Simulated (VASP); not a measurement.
A run of VASP 6.6.1 is set up as follows.

File INCAR:

```
ALGO = Normal
EDIFF = 1E-6
ENCUT = 520
GGA = CA
ISIF = 2
ISMEAR = 0
LASPH = T
LCHARG = F
LREAL = F
LWAVE = F
NBANDS = 12
NELM = 100
PREC = Accurate
SIGMA = 0.15
```

KPOINTS

```
k-points
0
Gamma
  16 16 16
```

POSCAR

```
TeAs
1.0
   -0.6431354617      2.6834272712      2.6834272712
    2.6834272712     -0.6431354617      2.6834272712
    2.6834272712      2.6834272712     -0.6431354617
Te As
1 1
Direct
    0.5000000000      0.5000000000      0.5000000000
    0.0000000000      0.0000000000      0.0000000000
```

Potentials or basis: VASP PAW LDA potentials, release 64 (Te, As).

Launch:

```console
$ cat potpaw_LDA.64/Te/POTCAR potpaw_LDA.64/As/POTCAR > POTCAR
$ mpirun -np 1 vasp_std > vasp.out
```

What does it give for the pressure?

-6.8 GPa.

What does it give for the band gap on the k mesh?

Zero (an odd number of electrons rules out a gap without spin polarisation).

Stress tensor (GPa, compression positive):
```
-6.76  2.95  2.95
 2.95 -6.76  2.95
 2.95  2.95 -6.76
```

Caveat: the cell stands under tension; spin-orbit coupling is left out, which moves the levels of the heavy elements.
